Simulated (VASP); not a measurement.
Input of a VASP 6.6.1 run:

INCAR

```
PREC = Accurate ; ENCUT = 520
EDIFF = 1E-6 ; ISMEAR = 0
SIGMA = 0.01 ; LREAL = False
LASPH = True ; NELM = 80
ALGO = Normal ; ISIF = 2
LWAVE = False ; LCHARG = True
GGA = PS ; LELF = True
LVHAR = True ; NBANDS = 11
```

KPOINTS

```
regular mesh
0
Gamma
  12 12 12
```

POSCAR

```
C
1.0
    1.7583660182      1.7583660182      0.0000000000
   -1.7583660182      1.7583660182      0.0000000000
    0.0000000000      1.7583660182      1.7583660182
C
2
Direct
    0.5000000000      0.5000000000      0.0000000000
    0.7500000000      0.2500000000      0.5000000000
```

Potentials or basis: VASP PAW PBE potentials, release 64 (C).

Launch:

```sh
$ cat potpaw_PBE.64/C/POTCAR > POTCAR
$ mpirun -np 1 vasp_std > vasp.out
```

Question: Predict the pressure.

Answer: 16.3 GPa.

Question: Estimate the band gap on the k mesh.

Answer: 4.13 eV, indirect (least direct gap 5.66 eV).

Caveat: the PAW data sets were made with another functional, which shifts forces and pressure a little. A k mesh can miss the band edges.
